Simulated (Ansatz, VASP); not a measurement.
Two plane-wave programs on Ga4As3N

Contents of INCAR:

```
SYSTEM = Ga4As3N
PREC = Accurate
ENCUT = 520
EDIFF = 1E-7
ISMEAR = 0
SIGMA = 0.01
LREAL = .False.
LASPH = .True.
NELM = 60
ALGO = Normal
ISIF = 2
LWAVE = .False.
LCHARG = .False.
GGA = PE
NBANDS = 46
```

The input KPOINTS:

```
Automatic mesh
0
Gamma
  6 6 6
  0 0 0
```

File POSCAR:

```
Ga4As3N
1.0
   -2.6940485757      2.6940485757      5.3068335680
    2.6940485757     -2.6940485757      5.3068335680
    2.6940485757      2.6940485757     -5.3068335680
N Ga As
1 4 3
Direct
    0.0000000000      0.0000000000      0.0000000000
    0.6757337493      0.6757337493      0.5757609111
    0.9000271618      0.3242662507      0.0000000000
    0.0999728382      0.0999728382      0.4242390889
    0.3242662507      0.9000271618      0.0000000000
    0.2500000000      0.7500000000      0.5000000000
    0.5000000000      0.5000000000      0.0000000000
    0.7500000000      0.2500000000      0.5000000000
```

Input for Ansatz:

```yaml
crystal:
  lattice:
    - [-2.6940485757, 2.6940485757, 5.306833568]
    - [2.6940485757, -2.6940485757, 5.306833568]
    - [2.6940485757, 2.6940485757, -5.306833568]
  atoms:
    - { symbol: "N", position: [0.0, 0.0, 0.0] }
    - { symbol: Ga, position: [0.6757337493, 0.6757337493, 0.5757609111] }
    - { symbol: As, position: [0.25, 0.75, 0.5] }
    - { symbol: Ga, position: [0.9000271618, 0.3242662507, 0.0] }
    - { symbol: As, position: [0.5, 0.5, 0.0] }
    - { symbol: Ga, position: [0.0999728382, 0.0999728382, 0.4242390889] }
    - { symbol: As, position: [0.75, 0.25, 0.5] }
    - { symbol: Ga, position: [0.3242662507, 0.9000271618, 0.0] }
kpoints:
  mp_grid: { grid: [6, 6, 6] }
  band_path:
    path:
      - [0.0, 0.0, 0.0]
      - [0.0, 0.0, 0.5]
      - [0.25, 0.25, 0.25]
      - [0.0, 0.5, 0.0]
      - [0.5, 0.5, -0.5]
      - [0.3144287815, 0.6855712185, -0.3144287815]
      - [-0.3144287815, 0.3144287815, 0.3144287815]
      - [-0.128857563, 0.128857563, 0.5]
      - [0.5, 0.5, -0.128857563]
      - [-0.020833, 0.015625, -0.015625]
    npoints: 1
hamiltonian:
  xc: pbe
scf:
  occupations: { method: fixed }
  n_extra_bands: 6
output:
  forces: true
  stress: true
  eigenvalues: true
```

Alike in both runs: task single point; functional PBE; k mesh 6 × 6 × 6; no spin polarisation.

|  | VASP | Ansatz |
| --- | --- | --- |
| version | VASP 6.6.1 | Ansatz 0.2.0 |
| potentials or method | VASP PAW PBE potentials, release 64 (N, Ga_d, As) | plane waves, PAW |
| plane-wave cutoff (eV) | 520 | 420 |
| occupations | gaussian, width 0.01 eV | fixed |
| valence electrons in the cell | 72 | 102 |

Ansatz gave:

| Quantity | Value |
| --- | --- |
| gap on the k mesh at the Fermi level (eV) | 0.17 |
| pressure (GPa) | 3.3 |
| rms of the force components (eV/Å) | 0.010 |

Q: What did VASP give for the same quantities?

A: gap on the k mesh at the Fermi level (eV): 0.17; pressure (GPa): 3.4; rms of the force components (eV/Å): 0.010.

VASP's potentials hold 72 valence electrons a cell and Ansatz's 102, so a difference there can come from the potentials and not from the codes.
